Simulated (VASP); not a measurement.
HfPt2:

```
CELL_PARAMETERS angstrom
-2.12829 3.34092 3.61727
2.12829 -3.34092 3.61727
2.12829 3.34092 -3.61727
ATOMIC_POSITIONS crystal
Hf 0.29700 0.54700 0.75000
Hf 0.70300 0.45300 0.25000
Pt 0.10300 0.16300 0.94000
Pt 0.72300 0.16300 0.56000
Pt 0.27700 0.83700 0.44000
Pt 0.89700 0.83700 0.06000
```

```yaml
Program: VASP 6.6.1
Task: relaxation of cell and atoms
Functional: PBE
Potentials_or_basis: VASP PAW PBE potentials, release 64 (Hf_pv, Pt)
Cutoff: 600 eV
k_mesh: 6 × 6 × 6
Occupations: gaussian, width 0.1 eV
Spin: no spin polarisation
```

At the start: pressure 18.4 GPa; volume 17.15 Å³/atom.

Problem. Where does the relaxation end?

Solution. Over 28 steps the energy falls by 346.9 meV/atom and the volume is 18.05 Å³/atom (+5.2 %); space group Imma (No. 74, to 0.1 Å) before and after.

Step by step:
| step | energy change (eV) | largest force (eV/Å) | pressure (GPa) | volume (Å³) |
| --- | --- | --- | --- | --- |
| 1 | 0.0000 | 2.3606 | 18.42 | 102.88 |
| 2 | 1.3140 | 0.6111 | -24.10 | 135.04 |
| 3 | -0.7221 | 1.0048 | -4.63 | 113.29 |
| 4 | -0.7268 | 1.0559 | -3.45 | 112.55 |
| 5 | -1.1185 | 0.7266 | -1.42 | 110.29 |
| 6 | -1.5379 | 0.6194 | 8.85 | 104.19 |
| 7 | -1.6748 | 0.6926 | 5.86 | 105.36 |
| 8 | -1.8848 | 0.9363 | -0.65 | 108.62 |
| 9 | -1.8868 | 0.8844 | -0.02 | 108.20 |
| 10 | -1.8874 | 0.9013 | -0.23 | 108.34 |
| 11 | -1.9359 | 0.7258 | -0.70 | 108.27 |
| 12 | -2.0013 | 0.1801 | -1.57 | 108.04 |
| 13 | -2.0155 | 0.1363 | 0.32 | 107.03 |
| 14 | -2.0174 | 0.1145 | 1.16 | 106.57 |
| 15 | -2.0301 | 0.1087 | 0.93 | 106.78 |
| 16 | -2.0543 | 0.2356 | 0.30 | 107.39 |
| 17 | -2.0506 | 0.5362 | -0.46 | 108.50 |
| 18 | -2.0600 | 0.3875 | -0.12 | 107.95 |
| 19 | -2.0724 | 0.1727 | -0.05 | 108.14 |
| 20 | -2.0745 | 0.0705 | 0.03 | 108.24 |
| 21 | -2.0777 | 0.0655 | -0.04 | 108.30 |
| 22 | -2.0791 | 0.0584 | -0.09 | 108.37 |
| 23 | -2.0797 | 0.0669 | 0.16 | 108.24 |
| 24 | -2.0798 | 0.0709 | 0.21 | 108.22 |
| 25 | -2.0802 | 0.0595 | -0.10 | 108.40 |
| 26 | -2.0802 | 0.0568 | -0.24 | 108.45 |
| 27 | -2.0806 | 0.0498 | -0.20 | 108.41 |
| 28 | -2.0814 | 0.0388 | -0.11 | 108.28 |

Final structure:
```
Hf Pt
1.0
    -2.07787    2.93955    4.43179
     2.07787   -2.93955    4.43179
     2.07787    2.93955   -4.43179
Hf Pt
2 4
Direct
  0.31432 0.56432 0.75000
  0.68568 0.43568 0.25000
  0.12944 0.15058 0.97887
  0.67171 0.15058 0.52113
  0.32829 0.84942 0.47887
  0.87056 0.84942 0.02113
```
